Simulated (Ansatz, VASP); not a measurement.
Two plane-wave programs on BeHN2

```
Be H N
1.0
     2.57631    0.00000    0.00000
     0.00000    2.57631    0.00000
     0.00000    0.00000    3.57769
Be H N
1 1 2
Direct
  0.50000 0.50000 0.50000
  0.00000 0.00000 0.00000
  0.00000 0.00000 0.50000
  0.50000 0.50000 0.00000
```

Change from the starting cell: species swapped into the HfZrC2 type (P4/mmm, No. 123).

Alike in both runs: task relaxation of cell and atoms; functional PBE; k mesh 18 × 18 × 14; occupations gaussian, width 0.1 eV; no spin polarisation.

```csv
,VASP,Ansatz
version,VASP 6.6.1,Ansatz 0.2.0
potentials or method,"VASP PAW PBE potentials, release 64 (Be, H, N), cutoff 600 eV","scalar-relativistic, plane waves, PAW"
valence electrons in the cell,13,13
```

Ansatz gave:

```
gap on the k mesh at the Fermi level, each at its own relaxed structure (eV) : none
relaxed volume (Å³/atom)                                                     : 5.93
relaxed length of the cell vector where the two differ most in proportion (Å)              : 3.584
```

**Question.** Estimate VASP's values.

**Answer.** gap on the k mesh at the Fermi level, each at its own relaxed structure (eV): none; relaxed volume (Å³/atom): 5.92; relaxed length of the cell vector where the two differ most in proportion (Å): 3.576.

A gap of «none» marks a metal or a gap that the smearing closes.
